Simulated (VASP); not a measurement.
Input of a VASP 6.6.1 run:

File INCAR:

```
SYSTEM = AgCl
PREC = Accurate
ENCUT = 520
EDIFF = 1E-6
ISMEAR = -1
SIGMA = 0.01
LREAL = .FALSE.
LASPH = .TRUE.
NELM = 100
ALGO = Normal
ISIF = 2
LWAVE = .FALSE.
LCHARG = .TRUE.
GGA = PE
LELF = .TRUE.
LVHAR = .TRUE.
NBANDS = 16
```

The input KPOINTS:

```
regular mesh
0
G
  9 9 9
  0 0 0
```

POSCAR

```
AgCl
1.0
    0.0000000000      2.7356704056      2.7356704056
    2.7356704056      0.0000000000      2.7356704056
    2.7356704056      2.7356704056      0.0000000000
Ag Cl
1 1
Direct
    0.5000000000      0.5000000000      0.5000000000
    0.0000000000      0.0000000000      0.0000000000
```

Potentials or basis: VASP PAW PBE potentials, release 64 (Ag, Cl).

Launch:

```console
$ cat potpaw_PBE.64/Ag/POTCAR potpaw_PBE.64/Cl/POTCAR > POTCAR
$ mpirun -np 1 vasp_std > vasp.out
```

Task: Estimate the pressure.

Result: 3.7 GPa.

Task: Estimate the band gap on the k mesh.

Result: 0.95 eV (least direct gap 3.28 eV).

Caveat: the cell stands under pressure; an odd mesh through Γ misses points on the zone boundary, where band edges can lie.
